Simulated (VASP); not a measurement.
# Pd (R-3m) in VASP: a series of runs, part 3 of 3

VASP 6.6.1. Earlier steps stand in the parts before.

## (5) Electric field gradients, r2SCAN (shortest bond scaled by 0.58)

The input, POSCAR:

```
Pd
1.0
    0.0000000000      2.6784289448      2.6784289448
    2.6784289448      0.0000000000      2.6784289448
    2.6784289448      2.6784289448      0.0000000000
Pd
2
Direct
   -0.2825000000     -0.0725000000     -0.0725000000
    0.2825000000      0.0725000000      0.0725000000
```

The input, INCAR.step1:

```
PREC     = Accurate       # precision mode
ENCUT    = 440            # plane-wave cutoff, eV
ISMEAR   = -1             # smearing method
SIGMA    = 0.05           # smearing width, eV
LREAL    = False          # projectors in reciprocal space
LASPH    = True           # aspherical terms in the spheres
NELM     = 120            # most SCF steps
NBANDS   = 17             # bands
GGA      = PE             # functional
ALGO     = Normal         # electronic algorithm
EDIFF    = 1E-5           # SCF threshold, eV
LWAVE    = True           # write WAVECAR
LCHARG   = False          # write CHGCAR
GGA_COMPAT= False
```

The input, INCAR.step2:

```
PREC     = Accurate       # precision mode
ENCUT    = 440            # plane-wave cutoff, eV
EDIFF    = 1E-8           # SCF threshold, eV
ISMEAR   = -1             # smearing method
SIGMA    = 0.05           # smearing width, eV
LREAL    = False          # projectors in reciprocal space
LASPH    = True           # aspherical terms in the spheres
NELM     = 120            # most SCF steps
ALGO     = Normal         # electronic algorithm
ISIF     = 2              # what is computed and relaxed
LWAVE    = False          # write WAVECAR
LCHARG   = False          # write CHGCAR
METAGGA  = R2SCAN         # meta-GGA
LMIXTAU  = True         
LEFG     = True         
NBANDS   = 17             # bands
ISTART   = 1            
GGA_COMPAT= False
```

The input, KPOINTS:

```
regular mesh
0
Gamma
  10 10 10
```

Potentials or basis: VASP PAW PBE potentials, release 64 (Pd).

Started as:

```
> cat potpaw_PBE.64/Pd/POTCAR > POTCAR
> cp INCAR.step1 INCAR
> mpirun -np 1 vasp_std > vasp.out
> cp INCAR.step2 INCAR
> mpirun -np 1 vasp_std > vasp.out
```

OUTCAR:

```text
PREC = Accurate
   ENCUT = 440
   EDIFF = 1E-8
   ISMEAR = -1
   LREAL = False
   LASPH = True
   NELM = 120
   ISIF = 2
   METAGGA = R2SCAN
   ISTART = 1

 ion  position               nearest neighbor table
   1  0.718  0.928  0.928-   2 1.35   2 2.80   2 2.80   2 2.80
   2  0.282  0.072  0.072-   1 1.35   1 2.80   1 2.80   1 2.80

 -----------------------------------------------------------------------------
|                                                                             |
|           W    W    AA    RRRRR   N    N  II  N    N   GGGG   !!!           |
|           W    W   A  A   R    R  NN   N  II  NN   N  G    G  !!!           |
|           W    W  A    A  R    R  N N  N  II  N N  N  G       !!!           |
|           W WW W  AAAAAA  RRRRR   N  N N  II  N  N N  G  GGG   !            |
|           WW  WW  A    A  R   R   N   NN  II  N   NN  G    G                |
|           W    W  A    A  R    R  N    N  II  N    N   GGGG   !!!           |
|                                                                             |
|     The distance between some ions is very small. Please check the          |
|     nearest-neighbor list in the OUTCAR file.                               |
|     I HOPE YOU KNOW WHAT YOU ARE DOING!                                     |
|                                                                             |
 -----------------------------------------------------------------------------

  LATTYP: Found a face centered cubic cell.
 ALAT       =     5.3568578896

  Lattice vectors:

 A1 = (   0.0000000000,   2.6784289448,   2.6784289448)
 A2 = (   2.6784289448,   0.0000000000,   2.6784289448)
 A3 = (   2.6784289448,   2.6784289448,   0.0000000000)

Analysis of symmetry for initial positions (statically):
=====================================================================
 Subroutine PRICEL returns:
 Original cell was already a primitive cell.

 Routine SETGRP: Setting up the symmetry group for a
 face centered cubic supercell.

 Subroutine GETGRP returns: Found 12 space group operations
 (whereof  4 operations were pure point group operations)
 out of a pool of 48 trial point group operations.

The static configuration has the point symmetry C_2h.
 The point group associated with its full space group is D_3d.

Analysis of symmetry for dynamics (positions and initial velocities):
=====================================================================
 Subroutine PRICEL returns:
 Original cell was already a primitive cell.

 Routine SETGRP: Setting up the symmetry group for a
 face centered cubic supercell.

 Subroutine GETGRP returns: Found 12 space group operations
 (whereof  4 operations were pure point group operations)
 out of a pool of 48 trial point group operations.

The dynamic configuration has the point symmetry C_2h.
 The point group associated with its full space group is D_3d.

 Subroutine INISYM returns: Found 12 space group operations
 (whereof  4 operations are pure point group operations),
 and found     1 'primitive' translations

----------------------------------------------------------------------------------------

                                     Primitive cell

  volume of cell :      38.4300
[... 97 lines left out ...]
   POTIM  = 0.5000    time-step for ionic-motion
   TEBEG  =    0.0;   TEEND  =   0.0 temperature during run
   PSTRESS=    0.0 pullay stress
   NELECT =      20.0000    total number of electrons
   NUPDOWN=      -1.0000    fix difference up-down
   EMIN   =  10.00;   EMAX   =-10.00  energy-range for DOS
   EFERMI =   0.00;   METHOD = LEGACY
   ISMEAR =    -1;   SIGMA  =   0.05  broadening in eV -4-tet -1-fermi 0-gaus
   EFERMI_NEDOS =   21; number of points for ismear=-14 and -15
   IALGO  =     38    algorithm
   IMIX   =      4    mixing-type and parameters
     AMIX     =   0.40;   BMIX     =  1.00
     AMIX_MAG =   1.60;   BMIX_MAG =  1.00
  volume/ion in A,a.u.               =      19.21       129.67
  Fermi-wavevector in a.u.,A,eV,Ry     =   1.316825  2.488438 23.592881  1.734028
  Thomas-Fermi vector in A             =   2.446910
   LORBIT       =      0    0 simple, 1 ext, 2 COOP (PROOUT), +10 PAW based schemes
   METAGGA = R2SCAN    functional components
   LHFCALC =     F    Hartree Fock is set to
   AEXX    =    0.0000 exact exchange contribution
   IVDW    =     0    specifies the selected vdW correction
   LEPSILON=     F    determine dielectric tensor
   LRPA    =     F    only Hartree local field effects (RPA)
 non-spin polarized calculation
  energy-cutoff  :      440.00
  volume of cell :       38.43
 maximum number of plane-waves:       822
 NGX is ok and might be reduce to    28

 number of electron      20.0000008 magnetization

 Free energy of the ion-electron system (eV)
  ---------------------------------------------------
  ext. energy  EPLUGINS =         0.00000000
  ---------------------------------------------------
  free energy    TOTEN  =       -28.90397581 eV

  energy without entropy =      -28.89120967  energy(sigma->0) =      -28.89759274

 E-fermi :   7.3849     XC(G=0): -11.7436

 val. band max:        7.3807587466   @ k =  -0.1000   0.1000   0.0000
 cond. band min:       7.4180003886   @ k =   0.3000   0.1000  -0.4000
 fundamental gap:      0.0372416420
 Fermi energy:         7.3849165587

 k-point     1 :       0.0000    0.0000    0.0000
  band No.  band energies     occupation
      1      -5.7268      2.00000
      2      -5.2197      2.00000
      3      -5.2195      2.00000
      4      -0.1648      2.00000
      5      -0.1647      2.00000
      6       1.6853      2.00000
[... 457 lines left out ...]
      4      -0.2823      2.00000
      5       0.1424      2.00000
      6       3.8034      2.00000
[... 9 lines left out ...]
     16      20.8286      0.00000
     17      20.9544      0.00000

 [... further k-points ...]
[... 5 lines left out ...]
  --------------------------------------------------------------------------------------
  -------------------------------------------------------------------------------------
  Total        6.8988935      6.8988935      6.8988935     -9.6917400      9.6917400     -9.6917400
  in kB      287.6203668    287.6203668    287.6203668   -404.0563661    404.0563661   -404.0563661
  external PRESSURE =     287.6203668 kB  Pullay stress =       0.0000000 kB

 VOLUME and BASIS-vectors are now :
 -----------------------------------------------------------------------------
  energy-cutoff  :      440.00
  volume of cell :       38.43
      direct lattice vectors                 reciprocal lattice vectors
     0.000000000  2.678428945  2.678428945    -0.186676597  0.186676597  0.186676597
     2.678428945  0.000000000  2.678428945     0.186676597 -0.186676597  0.186676597
     2.678428945  2.678428945  0.000000000     0.186676597  0.186676597 -0.186676597

 POSITION                                       TOTAL-FORCE (eV/Angst)
 -----------------------------------------------------------------------------------
      4.96849      4.40602      4.40602       -13.094447     13.094447     13.094447
      0.38837      0.95084      0.95084        13.094447    -13.094447    -13.094447
 -----------------------------------------------------------------------------------
    total drift:                               -0.000000     -0.000000     -0.000000

  FREE ENERGIE OF THE ION-ELECTRON SYSTEM (eV)
  ---------------------------------------------------
  free  energy   TOTEN  =       -28.9039758086 eV

  energy  without entropy=      -28.8912096733  energy(sigma->0) =      -28.89759274

 Electric field gradients (V/A^2)
---------------------------------------------------------------------
 ion       V_xx      V_yy      V_zz      V_xy      V_xz      V_yz
---------------------------------------------------------------------
   1       0.001    -0.000    -0.000  -188.346  -188.346   188.348
   2       0.001    -0.000    -0.000  -188.346  -188.346   188.348
---------------------------------------------------------------------

 Electric field gradients after diagonalization (V/A^2)
 (convention: |V_zz| > |V_xx| > |V_yy|)
----------------------------------------------------------------------
 ion       V_xx      V_yy      V_zz     asymmetry (V_yy - V_xx)/ V_zz
----------------------------------------------------------------------
   1    -188.348  -188.345   376.694       0.000
   2    -188.348  -188.345   376.694       0.000
----------------------------------------------------------------------

           NMR quadrupolar parameters

 Cq : quadrupolar parameter    Cq=e*Q*V_zz/h
 eta: asymmetry parameters     (V_yy - V_xx)/ V_zz
 Q  : nuclear electric quadrupole moment in mb (millibarn)
----------------------------------------------------------------------
 ion       Cq(MHz)       eta       Q (mb)
----------------------------------------------------------------------
   1       0.911       0.000       1.000
   2       0.911       0.000       1.000
----------------------------------------------------------------------
```

Wall time 7 min (1 thread of Intel Xeon 8259CL, shared host); peak memory 0.2 GiB.

Results:

```yaml
Free_energy: -28.9040 eV
Pressure: 28.8 GPa
Largest_force: 22.680 eV/Å
Band_gap_on_the_k_mesh: zero (bands 10 and 11 overlap by 2.50 eV)
Largest_electric_field_gradient_by_atom: Pd +376.7 V/Å²
```

Forces on the atoms (eV/Å):
```
Pd  -13.094  13.094  13.094
Pd   13.094 -13.094 -13.094
```

Electric field gradients, principal values (V/Å²):
```csv
atom,least,middle,greatest (by size)
1 Pd,-188.345,-188.348,376.694
2 Pd,-188.345,-188.348,376.694
```

Caveat: the cell differs from its parent crystal (shortest bond scaled by 0.58); atoms lie so close that the PAW spheres overlap strongly, which falsifies energies and pressures; the cell stands under pressure; without QUAD_EFG the Cq values of the log hold for a quadrupole moment of 1 mb, not for the nuclei; the PAW data sets were made with another functional, which shifts forces and pressure a little.

## (6) Overview

| cell | gap on the mesh (eV) | pressure (GPa) | largest force (eV/Å) |
| --- | --- | --- | --- |
| as given, shortest bond scaled by 0.76 | none | 50.1 | 20.55 |
| as given, shortest bond scaled by 0.64 | none | 35.6 | 21.78 |
| as given, shortest bond scaled by 0.58 | none | 28.8 | 22.68 |

Some of these runs hold the atoms at other places in the same cell, which the table doesn't show; runs alike in all that it shows share one row.

Alike in all rows: task electric field gradients; level r2SCAN; potentials or basis VASP PAW PBE potentials, release 64 (Pd); no spin polarisation; k mesh 10 × 10 × 10; cutoff (eV) 440; smearing fermi-dirac 0.05 eV.

Caveats: atoms lie so close that the PAW spheres overlap strongly, which falsifies energies and pressures; the cell stands under pressure; the PAW data sets were made with another functional, which shifts forces and pressure a little.

Absolute energies hang on the potentials; compare differences alone.
